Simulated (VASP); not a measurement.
# BaTiO3 (Pm-3m) in VASP: single point with PBE

Aim: the single point of BaTiO3 with PBE.

Program: VASP 6.6.1. These are calculated values, not measurements. Logs are shortened: lines on timing, memory, paths and dates and some standing lists are left out, and cuts for length are marked.

## (1) The cell of the first run

The structure is cubic, space group Pm-3m (No. 221). The conventional cell has a = 4.039 Å, b = 4.039 Å, c = 4.039 Å, α = 90.00°, β = 90.00°, γ = 90.00°. Within 3.8 Å of Ba (site symmetry m-3m) lie 12 O at 2.86 Å and 8 Ti at 3.50 Å. Within 2.7 Å of Ti (site symmetry m-3m) lie 6 O at 2.02 Å. Within 2.7 Å of O (site symmetry 4/mmm) lie 2 Ti at 2.02 Å.

## (2) Single point, PBE

The input, INCAR:

```
PREC = Accurate
ENCUT = 1340
EDIFF = 1E-6
ISMEAR = 0
SIGMA = 0.01
LREAL = False
LASPH = True
NELM = 120
ALGO = Normal
ISIF = 2
LWAVE = False
LCHARG = False
GGA = PE
NBANDS = 28
GGA_COMPAT = False
```

The input, KPOINTS:

```
Automatic mesh
0
Gamma
  6 6 6
```

The input, POSCAR:

```
BaTiO3
1.0
    4.0391089395      0.0000000000      0.0000000000
    0.0000000000      4.0391089395      0.0000000000
    0.0000000000      0.0000000000      4.0391089395
Ba Ti O
1 1 3
Direct
    0.5000000000      0.5000000000      0.5000000000
    0.0000000000      0.0000000000      0.0000000000
    0.5000000000      0.0000000000      0.0000000000
    0.0000000000      0.5000000000      0.0000000000
    0.0000000000      0.0000000000      0.5000000000
```

Potentials or basis: VASP PAW PBE potentials, release 64 (Ba_sv, Ti_sv, O_h).

On the command line:

```console
$ cat potpaw_PBE.64/Ba_sv/POTCAR potpaw_PBE.64/Ti_sv/POTCAR potpaw_PBE.64/O_h/POTCAR > POTCAR
$ mpirun -np 1 vasp_std > vasp.out
```

OUTCAR:

```text
PREC = Accurate
   ENCUT = 1340
   EDIFF = 1E-6
   ISMEAR = 0
   LREAL = False
   LASPH = True
   NELM = 120
   ISIF = 2
   GGA = PE

 ion  position               nearest neighbor table
   1  0.500  0.500  0.500-   3 2.86   4 2.86   5 2.86   3 2.86   4 2.86   3 2.86   5 2.86   3 2.86
                             4 2.86   5 2.86   4 2.86   5 2.86   2 3.50   2 3.50   2 3.50   2 3.50
   2  0.000  0.000  0.000-   3 2.02   4 2.02   5 2.02   5 2.02   4 2.02   3 2.02   1 3.50   1 3.50
                             1 3.50   1 3.50   1 3.50   1 3.50   1 3.50   1 3.50
   3  0.500  0.000  0.000-   2 2.02   2 2.02   1 2.86   1 2.86   1 2.86   1 2.86
   4  0.000  0.500  0.000-   2 2.02   2 2.02   1 2.86   1 2.86   1 2.86   1 2.86
   5  0.000  0.000  0.500-   2 2.02   2 2.02   1 2.86   1 2.86   1 2.86   1 2.86

  LATTYP: Found a simple cubic cell.
 ALAT       =     4.0391089395

  Lattice vectors:

 A1 = (   4.0391089395,   0.0000000000,   0.0000000000)
 A2 = (   0.0000000000,   4.0391089395,   0.0000000000)
 A3 = (   0.0000000000,   0.0000000000,   4.0391089395)

Analysis of symmetry for initial positions (statically):
=====================================================================
 Subroutine PRICEL returns:
 Original cell was already a primitive cell.

 Routine SETGRP: Setting up the symmetry group for a
 simple cubic supercell.

 Subroutine GETGRP returns: Found 48 space group operations
 (whereof 48 operations were pure point group operations)
 out of a pool of 48 trial point group operations.

The static configuration has the point symmetry O_h .

Analysis of symmetry for dynamics (positions and initial velocities):
=====================================================================
 Subroutine PRICEL returns:
 Original cell was already a primitive cell.

 Routine SETGRP: Setting up the symmetry group for a
 simple cubic supercell.

 Subroutine GETGRP returns: Found 48 space group operations
 (whereof 48 operations were pure point group operations)
 out of a pool of 48 trial point group operations.

The dynamic configuration has the point symmetry O_h .

 Subroutine INISYM returns: Found 48 space group operations
 (whereof 48 operations are pure point group operations),
 and found     1 'primitive' translations

----------------------------------------------------------------------------------------

                                     Primitive cell

  volume of cell :      65.8956

  direct lattice vectors                    reciprocal lattice vectors
     4.039108940  0.000000000  0.000000000     0.247579358  0.000000000  0.000000000
[... 85 lines left out ...]
   ENCUT  = 1340.0 eV  98.49 Ry    9.92 a.u.  12.06 12.06 12.06*2*pi/ulx,y,z
   NELM   =    120;   NELMIN=  2; NELMDL= -5     # of ELM steps
   EDIFF  = 0.1E-05   stopping-criterion for ELM
   LREAL  =      F    real-space projection
   EDIFFG = 0.1E-04   stopping-criterion for IOM
   NSW    =      0    number of steps for IOM
[... 5 lines left out ...]
   TEBEG  =    0.0;   TEEND  =   0.0 temperature during run
   PSTRESS=    0.0 pullay stress
   NELECT =      40.0000    total number of electrons
   NUPDOWN=      -1.0000    fix difference up-down
   EMIN   =  10.00;   EMAX   =-10.00  energy-range for DOS
   EFERMI =   0.00;   METHOD = LEGACY
   ISMEAR =     0;   SIGMA  =   0.01  broadening in eV -4-tet -1-fermi 0-gaus
   EFERMI_NEDOS =   21; number of points for ismear=-14 and -15
   IALGO  =     38    algorithm
   IMIX   =      4    mixing-type and parameters
     AMIX     =   0.40;   BMIX     =  1.00
     AMIX_MAG =   1.60;   BMIX_MAG =  1.00
  volume/ion in A,a.u.               =      13.18        88.94
  Fermi-wavevector in a.u.,A,eV,Ry     =   1.386147  2.619438 26.142278  1.921403
  Thomas-Fermi vector in A             =   2.510490
   LORBIT       =      0    0 simple, 1 ext, 2 COOP (PROOUT), +10 PAW based schemes
   GGA     = PE    functional components
   LHFCALC =     F    Hartree Fock is set to
   AEXX    =    0.0000 exact exchange contribution
   IVDW    =     0    specifies the selected vdW correction
   LEPSILON=     F    determine dielectric tensor
   LRPA    =     F    only Hartree local field effects (RPA)
 non-spin polarized calculation
 Gauss-broadening in eV      SIGMA  =   0.01
  energy-cutoff  :     1340.00
  volume of cell :       65.90
 maximum number of plane-waves:      7400
   NGX = 25   NGY = 25   NGZ = 25

 number of electron      39.9999998 magnetization

 Free energy of the ion-electron system (eV)
  ---------------------------------------------------
  ext. energy  EPLUGINS =         0.00000000
  ---------------------------------------------------
  free energy    TOTEN  =       -40.01141180 eV

  energy without entropy =      -40.01141180  energy(sigma->0) =      -40.01141180

 E-fermi :   4.1137     XC(G=0): -11.1202

 val. band max:        3.9713920295   @ k =   0.5000   0.5000   0.5000
 cond. band min:       5.6646668232   @ k =   0.0000   0.0000   0.0000
 fundamental gap:      1.6932747937
 Fermi energy:         4.1137048436

 k-point     1 :       0.0000    0.0000    0.0000
  band No.  band energies     occupation
      1     -52.7794      2.00000
      2     -28.9757      2.00000
      3     -28.9757      2.00000
      4     -28.9757      2.00000
      5     -20.9028      2.00000
      6     -12.8533      2.00000
[... 609 lines left out ...]
     27      11.3525      0.00000
     28      11.3525      0.00000

------------------------ aborting loop because EDIFF is reached ----------------------------------------

  FORCE on cell =-STRESS in cart. coord.  units (eV):
  Direction    XX          YY          ZZ          XY          YZ          ZX
  --------------------------------------------------------------------------------------
  -------------------------------------------------------------------------------------
  Total       -0.3435883     -0.3435883     -0.3435883     -0.0000000      0.0000000      0.0000000
  in kB       -8.3539581     -8.3539581     -8.3539581     -0.0000000      0.0000000      0.0000000
  external PRESSURE =      -8.3539581 kB  Pullay stress =       0.0000000 kB

 VOLUME and BASIS-vectors are now :
 -----------------------------------------------------------------------------
  energy-cutoff  :     1340.00
  volume of cell :       65.90
      direct lattice vectors                 reciprocal lattice vectors
     4.039108940  0.000000000  0.000000000     0.247579358  0.000000000  0.000000000
     0.000000000  4.039108940  0.000000000     0.000000000  0.247579358  0.000000000
     0.000000000  0.000000000  4.039108940     0.000000000  0.000000000  0.247579358

 POSITION                                       TOTAL-FORCE (eV/Angst)
 -----------------------------------------------------------------------------------
      2.01955      2.01955      2.01955         0.000000      0.000000      0.000000
      0.00000      0.00000      0.00000         0.000000      0.000000      0.000000
      2.01955      0.00000      0.00000         0.000000      0.000000      0.000000
      0.00000      2.01955      0.00000         0.000000      0.000000      0.000000
      0.00000      0.00000      2.01955         0.000000      0.000000      0.000000
 -----------------------------------------------------------------------------------
    total drift:                                0.000000      0.000000      0.000000

  FREE ENERGIE OF THE ION-ELECTRON SYSTEM (eV)
  ---------------------------------------------------
  free  energy   TOTEN  =       -40.0114117971 eV

  energy  without entropy=      -40.0114117971  energy(sigma->0) =      -40.01141180
```

OSZICAR:

```text
N       E                     dE             d eps       ncg     rms          rms(c)
DAV:   1     0.662176276839E+03    0.66218E+03   -0.35083E+04  1120   0.306E+03
DAV:   2     0.724667850376E+02   -0.58971E+03   -0.56479E+03  1172   0.622E+02
DAV:   3    -0.437046119103E+02   -0.11617E+03   -0.10789E+03  1596   0.212E+02
DAV:   4    -0.508526100796E+02   -0.71480E+01   -0.71250E+01  1460   0.511E+01
DAV:   5    -0.510950198941E+02   -0.24241E+00   -0.24221E+00  1656   0.904E+00    0.226E+01
DAV:   6    -0.401940751488E+02    0.10901E+02   -0.56659E+01  1664   0.646E+01    0.995E+00
DAV:   7    -0.401923916267E+02    0.16835E-02   -0.10694E+01  1532   0.230E+01    0.649E+00
DAV:   8    -0.400363019360E+02    0.15609E+00   -0.67190E-01  1340   0.643E+00    0.392E+00
DAV:   9    -0.400485152949E+02   -0.12213E-01   -0.52379E-01  1624   0.676E+00    0.185E+00
DAV:  10    -0.400202193143E+02    0.28296E-01   -0.24217E-01  1428   0.465E+00    0.799E-01
DAV:  11    -0.400125462055E+02    0.76731E-02   -0.40539E-02  1460   0.129E+00    0.377E-01
DAV:  12    -0.400116498838E+02    0.89632E-03   -0.95113E-03  1296   0.956E-01    0.132E-01
DAV:  13    -0.400114552572E+02    0.19463E-03   -0.75641E-04  1448   0.279E-01    0.598E-02
DAV:  14    -0.400114098494E+02    0.45408E-04   -0.11146E-04  1624   0.101E-01    0.124E-02
DAV:  15    -0.400114116345E+02   -0.17851E-05   -0.19596E-05  1480   0.341E-02    0.840E-03
DAV:  16    -0.400114117971E+02   -0.16258E-06   -0.26372E-06  1148   0.161E-02
   1 F= -.40011412E+02 E0= -.40011412E+02  d E =-.864379E-92
```

stdout:

```text
POSCAR found type information on POSCAR BaTiO
 POSCAR found :  3 types and       5 ions
 scaLAPACK will be used
 LDA part: xc-table for (Slater+PW92), standard interpolation
 POSCAR, INCAR and KPOINTS ok, starting setup
 FFT: planning ... GRIDC
 FFT: planning ... GRID_SOFT
 FFT: planning ... GRID
 WAVECAR not read
 entering main loop
```

Run time: 96 s. Hardware: 1 thread of Intel Xeon Platinum 8488C (Sapphire Rapids), shared host; peak memory 0.42 GiB.

Results:

```yaml
Free_energy: -40.0114 eV
Pressure: -0.8 GPa
Band_gap_on_the_k_mesh: 1.69 eV (least direct gap 1.86 eV)
```

Caveat: spin-orbit coupling is left out, which moves the levels of the heavy elements. A k mesh can miss the band edges.
